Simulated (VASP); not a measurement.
# Ca8CO in VASP: a series of runs

Ca8CO is run at these levels: PBE; tasks: single point.

All numbers are computed with VASP 6.6.1; they aren't measurements. Logs are shortened: lines on timing, memory, paths and dates and some standing lists are left out, and cuts for length are marked.

### Step 1. The cell of the first run

The cell holds a slab with vacuum, 10 atoms: a = 7.813 Å, b = 7.813 Å, c = 20.609 Å, α = 90.00°, β = 90.00°, γ = 90.00°.

### Step 2. Single point, PBE

INCAR reads:

```
SYSTEM = Ca8CO
ALGO = Normal
DIPOL = 0.5 0.5 0.281
EDIFF = 1E-7
ENCUT = 520
GGA = PE
IDIPOL = 3
ISIF = 2
ISMEAR = 0
LASPH = .True.
LCHARG = .False.
LDIPOL = .True.
LREAL = .False.
LWAVE = .False.
NBANDS = 56
NELM = 100
PREC = Accurate
SIGMA = 0.1
```

KPOINTS reads:

```
k-points
0
Gamma
  4 4 1
  0 0 0
```

POSCAR reads:

```
Ca8CO
1.0
    7.8132359319      0.0000000000      0.0000000000
    0.0000000000      7.8132359319      0.0000000000
    0.0000000000      0.0000000000     20.6093934330
Ca C O
8 1 1
Direct
    0.2500000000      0.2500000000      0.1940862555
    0.2500000000      0.7500000000      0.1940862555
    0.7500000000      0.2500000000      0.1940862555
    0.7500000000      0.7500000000      0.1940862555
    0.0000000000      0.0000000000      0.3206981057
    0.0000000000      0.5000000000      0.3206981057
    0.5000000000      0.0000000000      0.3206981057
    0.5000000000      0.5000000000      0.3206981057
    0.1067174971      0.7500000000      0.3750422572
    0.3932825029      0.7500000000      0.3750422572
```

Potentials or basis: VASP PAW PBE potentials, release 64 (Ca_sv, C, O).

Command:

```console
$ cat potpaw_PBE.64/Ca_sv/POTCAR potpaw_PBE.64/C/POTCAR potpaw_PBE.64/O/POTCAR > POTCAR
$ mpirun -np 1 vasp_std > vasp.out
```

OUTCAR:

```text
SYSTEM = Ca8CO
   EDIFF = 1E-7
   ENCUT = 520
   GGA = PE
   ISIF = 2
   ISMEAR = 0
   LASPH = .True.
   LREAL = .False.
   NELM = 100
   PREC = Accurate

 ion  position               nearest neighbor table
   1  0.250  0.250  0.194-
   2  0.250  0.750  0.194-
   3  0.750  0.250  0.194-
   4  0.750  0.750  0.194-
   5  0.000  0.000  0.321-   9 2.40
   6  0.000  0.500  0.321-   9 2.40
   7  0.500  0.000  0.321-  10 2.40
   8  0.500  0.500  0.321-  10 2.40
   9  0.107  0.750  0.375-   5 2.40   6 2.40
  10  0.393  0.750  0.375-   7 2.40   8 2.40

  LATTYP: Found a simple tetragonal cell.
 ALAT       =     7.8132359319
 C/A-ratio  =     2.6377538849

  Lattice vectors:

 A1 = (   7.8132359319,   0.0000000000,   0.0000000000)
 A2 = (   0.0000000000,   7.8132359319,   0.0000000000)
 A3 = (   0.0000000000,   0.0000000000,  20.6093934330)

Analysis of symmetry for initial positions (statically):
=====================================================================
 Subroutine PRICEL returns:
 Original cell was already a primitive cell.

 Routine SETGRP: Setting up the symmetry group for a
 simple tetragonal supercell.

 Subroutine GETGRP returns: Found  2 space group operations
 (whereof  1 operations were pure point group operations)
 out of a pool of 16 trial point group operations.

The static configuration has the point symmetry C_1 .
 The point group associated with its full space group is C_1h.

Analysis of symmetry for dynamics (positions and initial velocities):
=====================================================================
 Subroutine PRICEL returns:
 Original cell was already a primitive cell.

 Routine SETGRP: Setting up the symmetry group for a
 simple tetragonal supercell.

 Subroutine GETGRP returns: Found  2 space group operations
 (whereof  1 operations were pure point group operations)
 out of a pool of 16 trial point group operations.

The dynamic configuration has the point symmetry C_1 .
 The point group associated with its full space group is C_1h.

 Subroutine INISYM returns: Found  2 space group operations
 (whereof  1 operations are pure point group operations),
 and found     1 'primitive' translations

----------------------------------------------------------------------------------------

                                     Primitive cell

  volume of cell :    1258.1345

  direct lattice vectors                    reciprocal lattice vectors
     7.813235932  0.000000000  0.000000000     0.127987944  0.000000000  0.000000000
     0.000000000  7.813235932  0.000000000     0.000000000  0.127987944  0.000000000
     0.000000000  0.000000000 20.609393433     0.000000000  0.000000000  0.048521564

  length of vectors
     7.813235932  7.813235932 20.609393433     0.127987944  0.127987944  0.048521564

  position of ions in fractional coordinates (direct lattice)
     0.250000000  0.250000000  0.194086255
     0.250000000  0.750000000  0.194086255
     0.750000000  0.250000000  0.194086255
     0.750000000  0.750000000  0.194086255
     0.000000000  0.000000000  0.320698106
     0.000000000  0.500000000  0.320698106
     0.500000000  0.000000000  0.320698106
     0.500000000  0.500000000  0.320698106
     0.106717497  0.750000000  0.375042257
     0.393282503  0.750000000  0.375042257

  ion indices of the primitive-cell ions
   primitive index   ion index
                 1           1
                 2           2
                 3           3
                 4           4
                 5           5
                 6           6
                 7           7
                 8           8
                 9           9
                10          10

----------------------------------------------------------------------------------------

 KPOINTS: k-points

Automatic generation of k-mesh.
 Grid dimensions read from file:
 generate k-points for:    4    4    1

 Generating k-lattice:

  Cartesian coordinates                     Fractional coordinates (reciprocal lattice)
     0.031996986  0.000000000  0.000000000     0.250000000  0.000000000  0.000000000
     0.000000000  0.031996986  0.000000000     0.000000000  0.250000000  0.000000000
     0.000000000  0.000000000  0.048521564     0.000000000  0.000000000  1.000000000

  Length of vectors
     0.031996986  0.031996986  0.048521564

  Shift w.r.t. Gamma in fractional coordinates (k-lattice)
     0.000000000  0.000000000  0.000000000

 Subroutine IBZKPT returns following result:
 ===========================================

 Found      9 irreducible k-points:

 Following reciprocal coordinates:
            Coordinates               Weight
  0.000000  0.000000  0.000000      1.000000
  0.250000  0.000000  0.000000      2.000000
  0.000000  0.250000  0.000000      2.000000
  0.500000  0.000000  0.000000      1.000000
  0.000000  0.500000  0.000000      1.000000
  0.250000  0.250000  0.000000      4.000000
  0.500000  0.250000  0.000000      2.000000
 -0.250000  0.500000  0.000000      2.000000
  0.500000  0.500000  0.000000      1.000000
   k-points           NKPTS =      9   k-points in BZ     NKDIM =      9   number of bands    NBANDS=     56
   number of dos      NEDOS =    301   number of ions     NIONS =     10
   total plane-waves  NPLWV = 576000
   dimension x,y,z NGX =    60 NGY =   60 NGZ =  160
   dimension x,y,z NGXF=   120 NGYF=  120 NGZF=  320
   ions per type =               8   1   1
   NGX,Y,Z   is equivalent  to a cutoff of  12.77, 12.77, 12.91 a.u.
   NGXF,Y,Z  is equivalent  to a cutoff of  25.53, 25.53, 25.81 a.u.
 SYSTEM =  Ca8CO
   PREC   = accura    normal or accurate (medium, high low for compatibility)
   ISTART =      0    job   : 0-new  1-cont  2-samecut
   ICHARG =      2    charge: 1-file 2-atom 10-const
   ISPIN  =      1    spin polarized calculation?
   LNONCOLLINEAR =      F non collinear calculations
   LSORBIT =      F    spin-orbit coupling
   LASPH  =      T    aspherical Exc in radial PAW
   ENCUT  =  520.0 eV  38.22 Ry    6.18 a.u.  14.53 14.53 38.32*2*pi/ulx,y,z
   NELM   =    100;   NELMIN=  2; NELMDL= -5     # of ELM steps
   EDIFF  = 0.1E-06   stopping-criterion for ELM
   LREAL  =      F    real-space projection
   EDIFFG = 0.1E-05   stopping-criterion for IOM
   NSW    =      0    number of steps for IOM
   IBRION =     -1    ionic relax: 0-MD 1-quasi-New 2-CG
   NFREE  =      0    steps in history (QN), initial steepest desc. (CG)
   ISIF   =      2    stress and relaxation
   ISYM   =      2    0-nonsym 1-usesym 2-fastsym
   POTIM  = 0.5000    time-step for ionic-motion
   TEBEG  =    0.0;   TEEND  =   0.0 temperature during run
   PSTRESS=    0.0 pullay stress
   NELECT =      90.0000    total number of electrons
   NUPDOWN=      -1.0000    fix difference up-down
   EMIN   =  10.00;   EMAX   =-10.00  energy-range for DOS
   EFERMI =   0.00;   METHOD = LEGACY
   ISMEAR =     0;   SIGMA  =   0.10  broadening in eV -4-tet -1-fermi 0-gaus
   EFERMI_NEDOS =   21; number of points for ismear=-14 and -15
   IALGO  =     38    algorithm
   IMIX   =      4    mixing-type and parameters
     AMIX     =   0.40;   BMIX     =  1.00
     AMIX_MAG =   1.60;   BMIX_MAG =  1.00
  volume/ion in A,a.u.               =     125.81       849.03
  Fermi-wavevector in a.u.,A,eV,Ry     =   0.679589  1.284238  6.283740  0.461842
  Thomas-Fermi vector in A             =   1.757831
   LORBIT       =      0    0 simple, 1 ext, 2 COOP (PROOUT), +10 PAW based schemes
   GGA     = PE    functional components
   LHFCALC =     F    Hartree Fock is set to
   AEXX    =    0.0000 exact exchange contribution
   IVDW    =     0    specifies the selected vdW correction
   LEPSILON=     F    determine dielectric tensor
   LRPA    =     F    only Hartree local field effects (RPA)
 non-spin polarized calculation
 Gauss-broadening in eV      SIGMA  =   0.10
  energy-cutoff  :      520.00
  volume of cell :     1258.13
 maximum number of plane-waves:     33903
 NGX is ok and might be reduce to    60
   NGX = 29   NGY = 29   NGZ = 77

 number of electron      90.0000023 magnetization

 dipolmoment           0.000000      0.000000      0.401812 electrons x Angstroem

 Free energy of the ion-electron system (eV)
  ---------------------------------------------------
  ext. energy  EPLUGINS =         0.00000000
  ---------------------------------------------------
  free energy    TOTEN  =       -24.91203875 eV

  energy without entropy =      -24.84767576  energy(sigma->0) =      -24.87985725

 E-fermi :  -1.8474     XC(G=0):  -2.9346

 val. band max:       -1.8512805492   @ k =   0.0000   0.5000   0.0000
 cond. band min:      -1.8173094088   @ k =   0.0000   0.0000   0.0000
 fundamental gap:      0.0339711403
 Fermi energy:        -1.8473953045

 k-point     1 :       0.0000    0.0000    0.0000
  band No.  band energies     occupation
      1     -44.4464      2.00000
      2     -44.3913      2.00000
      3     -44.3549      2.00000
      4     -44.3151      2.00000
      5     -43.5656      2.00000
      6     -43.5606      2.00000
[... 48 lines left out ...]
     55      -0.5860      0.00000
     56      -0.2899      0.00000

 k-point     2 :       0.2500    0.0000    0.0000
  band No.  band energies     occupation
      1     -44.4463      2.00000
      2     -44.3914      2.00000
      3     -44.3548      2.00000
      4     -44.3152      2.00000
      5     -43.5656      2.00000
      6     -43.5605      2.00000
[... 48 lines left out ...]
     55      -0.4757      0.00000
     56      -0.2672      0.00000

 k-point     3 :       0.0000    0.2500    0.0000
  band No.  band energies     occupation
      1     -44.4463      2.00000
      2     -44.3913      2.00000
      3     -44.3549      2.00000
      4     -44.3151      2.00000
      5     -43.5648      2.00000
      6     -43.5613      2.00000
[... 48 lines left out ...]
     55      -0.6120      0.00000
     56      -0.2926      0.00000

 k-point     4 :       0.5000    0.0000    0.0000
  band No.  band energies     occupation
      1     -44.4463      2.00000
      2     -44.3914      2.00000
      3     -44.3548      2.00000
      4     -44.3152      2.00000
      5     -43.5656      2.00000
      6     -43.5605      2.00000
[... 48 lines left out ...]
     55      -0.3759      0.00000
     56      -0.3547      0.00000

 k-point     5 :       0.0000    0.5000    0.0000
  band No.  band energies     occupation
      1     -44.4463      2.00000
      2     -44.3913      2.00000
      3     -44.3549      2.00000
      4     -44.3152      2.00000
      5     -43.5632      2.00000
      6     -43.5629      2.00000
[... 48 lines left out ...]
     55      -0.6825      0.00000
     56      -0.3621      0.00000

 k-point     6 :       0.2500    0.2500    0.0000
  band No.  band energies     occupation
      1     -44.4463      2.00000
      2     -44.3914      2.00000
      3     -44.3548      2.00000
      4     -44.3152      2.00000
      5     -43.5648      2.00000
      6     -43.5613      2.00000
[... 48 lines left out ...]
     55      -0.5946      0.00000
     56      -0.4270      0.00000

 k-point     7 :       0.5000    0.2500    0.0000
  band No.  band energies     occupation
      1     -44.4462      2.00000
      2     -44.3914      2.00000
      3     -44.3548      2.00000
      4     -44.3153      2.00000
      5     -43.5648      2.00000
      6     -43.5613      2.00000
[... 48 lines left out ...]
     55      -0.5176      0.00000
     56      -0.4731      0.00000

 k-point     8 :      -0.2500    0.5000    0.0000
  band No.  band energies     occupation
      1     -44.4463      2.00000
      2     -44.3913      2.00000
      3     -44.3549      2.00000
      4     -44.3152      2.00000
      5     -43.5632      2.00000
      6     -43.5629      2.00000
[... 48 lines left out ...]
     55      -0.5468      0.00000
     56      -0.4703      0.00000

 k-point     9 :       0.5000    0.5000    0.0000
  band No.  band energies     occupation
      1     -44.4462      2.00000
      2     -44.3914      2.00000
      3     -44.3548      2.00000
      4     -44.3153      2.00000
      5     -43.5632      2.00000
      6     -43.5629      2.00000
[... 48 lines left out ...]
     55      -0.5603      0.00000
     56      -0.5577      0.00000

------------------------ aborting loop because EDIFF is reached ----------------------------------------

 vacuum level on the upper side and lower side of the slab       (xc-potential included)         0.537        -0.662

  FORCE on cell =-STRESS in cart. coord.  units (eV):
  Direction    XX          YY          ZZ          XY          YZ          ZX
  --------------------------------------------------------------------------------------
  -------------------------------------------------------------------------------------
  Total       -6.0222651     -5.7587510     -1.8241717      0.0000000      0.0000000      1.4126243
  in kB       -7.6690817     -7.3335084     -2.3230000      0.0000000      0.0000000      1.7989130
  external PRESSURE =      -5.7751967 kB  Pullay stress =       0.0000000 kB

 VOLUME and BASIS-vectors are now :
 -----------------------------------------------------------------------------
  energy-cutoff  :      520.00
  volume of cell :     1258.13
      direct lattice vectors                 reciprocal lattice vectors
     7.813235932  0.000000000  0.000000000     0.127987944  0.000000000  0.000000000
     0.000000000  7.813235932  0.000000000     0.000000000  0.127987944  0.000000000
     0.000000000  0.000000000 20.609393433     0.000000000  0.000000000  0.048521564

 POSITION                                       TOTAL-FORCE (eV/Angst)
 -----------------------------------------------------------------------------------
      1.95331      1.95331      4.00000         0.012364      0.000000     -0.264897
      1.95331      5.85993      4.00000        -0.103150      0.000000      0.204073
      5.85993      1.95331      4.00000        -0.010115      0.000000     -0.154408
      5.85993      5.85993      4.00000         0.116903      0.000000     -0.253627
      0.00000      0.00000      6.60939         0.157315     -0.176201      0.438510
      0.00000      3.90662      6.60939         0.157315      0.176201      0.438510
      3.90662      0.00000      6.60939        -0.814630     -1.383247      1.119966
      3.90662      3.90662      6.60939        -0.814630      1.383247      1.119966
      0.83381      5.85993      7.72939         1.772426      0.000000     -0.956490
      3.07281      5.85993      7.72939        -0.473799      0.000000     -1.691603
 -----------------------------------------------------------------------------------
    total drift:                                0.000082      0.000000      0.000113

  FREE ENERGIE OF THE ION-ELECTRON SYSTEM (eV)
  ---------------------------------------------------
  free  energy   TOTEN  =       -24.9120387495 eV

  energy  without entropy=      -24.8476757601  energy(sigma->0) =      -24.87985725

 vacuum level on the upper side and lower side of the slab         2.126         0.908
```

Run time: 25 min. Hardware: 1 thread of Intel Xeon Platinum 8488C (Sapphire Rapids), shared host; peak memory 1.3 GiB.

What came out:

| Property | Result |
| --- | --- |
| Free energy | -24.9120 eV |
| Largest force | 2.014 eV/Å |
| Band gap on the k mesh | zero (bands 45 and 46 overlap by 0.13 eV) |

Forces on the atoms (eV/Å):
```
Ca   0.012  0.000 -0.265
Ca  -0.103  0.000  0.204
Ca  -0.010  0.000 -0.154
Ca   0.117  0.000 -0.254
Ca   0.157 -0.176  0.439
Ca   0.157  0.176  0.439
Ca  -0.815 -1.383  1.120
Ca  -0.815  1.383  1.120
C    1.772  0.000 -0.956
O   -0.474  0.000 -1.692
```

(Part 1 of 2 ends here.)

The gap in the log of VASP goes by the Fermi energy; the results here count the filled bands.